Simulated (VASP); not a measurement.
Write the native input for VASP 6.6.1 that does the following.

| Item | Value |
| --- | --- |
| Task | single point |
| Functional | BLYP |
| Dispersion | D4 |
| Potentials or basis | VASP PAW PBE potentials, release 64 (Te, Mo_sv) |
| Cutoff | 520 eV |
| k mesh | 4 × 8 × 2 |
| Occupations | fermi-dirac, width 0.05 eV |
| Spin | no spin polarisation |
| Dipole correction | no |
| Further INCAR settings | ALGO = Normal; EDIFF = 1e-07; NBANDS = 64 |

The structure of Te2Mo lies in POSCAR:

```
Te2Mo
1.0
    6.3746450648      0.0000000000      0.0266958624
    0.0000000000      3.5513280593      0.0000000000
   -0.8951563785      0.0000000000     13.3593966825
Te Mo
8 4
Direct
    0.9415728014      0.7500000000      0.6077066573
    0.0584271986      0.2500000000      0.3922933427
    0.9030258454      0.2500000000      0.8458200413
    0.0969741546      0.7500000000      0.1541799587
    0.4111886081      0.7500000000      0.8926866772
    0.5888113919      0.2500000000      0.1073133228
    0.4372968663      0.2500000000      0.6537053897
    0.5627031337      0.7500000000      0.3462946103
    0.8177621620      0.7500000000      0.9921954064
    0.1822378380      0.2500000000      0.0078045936
    0.6800436639      0.2500000000      0.4934538300
    0.3199563361      0.7500000000      0.5065461700
```

The input as run:

INCAR

```
PREC     = Accurate       # precision mode
ENCUT    = 520            # plane-wave cutoff, eV
EDIFF    = 1E-7           # SCF threshold, eV
ISMEAR   = -1             # smearing method
SIGMA    = 0.05           # smearing width, eV
LREAL    = F              # projectors in reciprocal space
LASPH    = T              # aspherical terms in the spheres
NELM     = 80             # most SCF steps
ALGO     = Normal         # electronic algorithm
ISIF     = 2              # what is computed and relaxed
LWAVE    = F              # write WAVECAR
LCHARG   = F              # write CHGCAR
GGA      = B5             # functional
ALDAX    = 1.0          
AGGAX    = 1.0          
AGGAC    = 1.0          
ALDAC    = 0.0          
IVDW     = 13             # dispersion correction
VDW_S6   = 1.0          
VDW_S8   = 2.34076671   
VDW_A1   = 0.44488865   
VDW_A2   = 4.0933009    
NBANDS   = 64             # bands
```

KPOINTS

```
regular mesh
0
Gamma
  4 8 2
```

Potentials or basis: VASP PAW PBE potentials, release 64 (Te, Mo_sv).

Launch:

```sh
$ cat potpaw_PBE.64/Te/POTCAR potpaw_PBE.64/Mo_sv/POTCAR > POTCAR
$ mpirun -np 1 vasp_std > vasp.out
```

It gave:

| Quantity | Value |
| --- | --- |
| Pressure | 0.3 GPa |
| Largest force | 0.053 eV/Å |
| Band gap on the k mesh | zero (bands 52 and 53 overlap by 0.47 eV) |
| Dispersion energy per atom | -1.055 eV |

Caveat: the PAW data sets were made with another functional, which shifts forces and pressure a little; spin-orbit coupling is left out, which moves the levels of the heavy elements.

Run time: 13 min on 1 thread of Intel(R) Xeon(R) Platinum 8259CL CPU @ 2.50GHz (Skylake/Cascade Lake), on a shared host, peak memory 0.62 GiB.
